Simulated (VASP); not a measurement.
Runs of VASP 6.6.1 on TaMo3. The structure is that of space group Pm-3m (No. 221), or close to it. The cells are those of the table. 

```tsv
task	cell	k mesh	cutoff (eV)	gap on the mesh (eV)	pressure (GPa)	relaxed volume (Å³/atom)
single point	a = 4.066 Å, 4 atoms	4 × 4 × 4	520	none	0.4	-
relaxation of cell and atoms	relaxed from a = 3.895 Å, 4 atoms	4 × 4 × 4	600	none	0.2	16.82
single point	a = 4.060 Å, 4 atoms	12 × 12 × 12	520	none	(a)	-
single point	a = 3.895 Å, 4 atoms	4 × 4 × 4	520	none	(b)	-
relaxation of cell and atoms	relaxed from a = 4.066 Å, 4 atoms	12 × 12 × 12	600	none	0.0	16.74
```

Alike in all rows: level PBE; potentials or basis VASP PAW PBE potentials, release 64 (Ta_pv, Mo_sv); no spin polarisation; smearing gaussian 0.1 eV.

Problem. Estimate the missing entries.

Solution. (a) 0.3; (b) 36.5.

Caveats: some runs use coarse meshes; spin-orbit coupling is left out, which moves the levels of the heavy elements.

A k mesh can miss the band edges, and the runs leave out spin-orbit coupling on Mo, Ta.

A gap of «none» marks levels without a gap at the run's occupations.
